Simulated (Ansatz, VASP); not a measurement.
## One calculation of Sr4Ti3O10, two programs

```
Sr O Ti
1.0
     5.48709    0.00000    0.00000
     0.00000    5.48709    0.00000
     0.00000    0.00000   26.71294
Sr O Ti
8 20 6
Direct
  0.50000 0.00000 0.28796
  0.00000 0.50000 0.28796
  0.00000 0.50000 0.42827
  0.50000 0.00000 0.42827
  0.50000 0.00000 0.57173
  0.00000 0.50000 0.57173
  0.00000 0.50000 0.71204
  0.50000 0.00000 0.71204
  0.00000 0.00000 0.28037
  0.50000 0.50000 0.28037
  0.76983 0.73017 0.35341
  0.26983 0.76983 0.35341
  0.23017 0.26983 0.35341
  0.73017 0.23017 0.35341
  0.50000 0.50000 0.42692
  0.00000 0.00000 0.42692
  0.27257 0.22743 0.50000
  0.77257 0.27257 0.50000
  0.72743 0.77257 0.50000
  0.22743 0.72743 0.50000
  0.00000 0.00000 0.57308
  0.50000 0.50000 0.57308
  0.76983 0.73017 0.64659
  0.26983 0.76983 0.64659
  0.23017 0.26983 0.64659
  0.73017 0.23017 0.64659
  0.50000 0.50000 0.71963
  0.00000 0.00000 0.71963
  0.50000 0.50000 0.35176
  0.00000 0.00000 0.35176
  0.00000 0.00000 0.50000
  0.50000 0.50000 0.50000
  0.50000 0.50000 0.64824
  0.00000 0.00000 0.64824
```

Alike in both runs: functional PBEsol; k mesh 5 × 5 × 1; occupations gaussian, width 0.05 eV; no spin polarisation.

Ansatz relaxed the structure, and its values are those at the end. VASP's run is a single point on that final structure, the one shown.

|  | VASP | Ansatz |
| --- | --- | --- |
| version | VASP 6.6.1 | Ansatz 0.2.0 |
| potentials or method | VASP PAW PBE potentials, release 64 (Sr_sv, O, Ti_sv), cutoff 520 eV | scalar-relativistic, plane waves, PAW |
| valence electrons in the cell | 272 | 272 |

Ansatz gave:

| Quantity | Value |
| --- | --- |
| gap on the k mesh at the Fermi level (eV) | 1.94 |
| least direct gap on the mesh (eV) | 1.97 |
| rms of the force components (eV/Å) | 0.002 |

Task: Which values does VASP return?

Result: gap on the k mesh at the Fermi level (eV): 1.91; least direct gap on the mesh (eV): 1.93; rms of the force components (eV/Å): 0.020.

VASP's potentials were made for PBE, not for PBEsol. The functional is the same, so the differences come from potentials, cutoffs and numerics. Ansatz's warnings: xc potential rough in thin density.
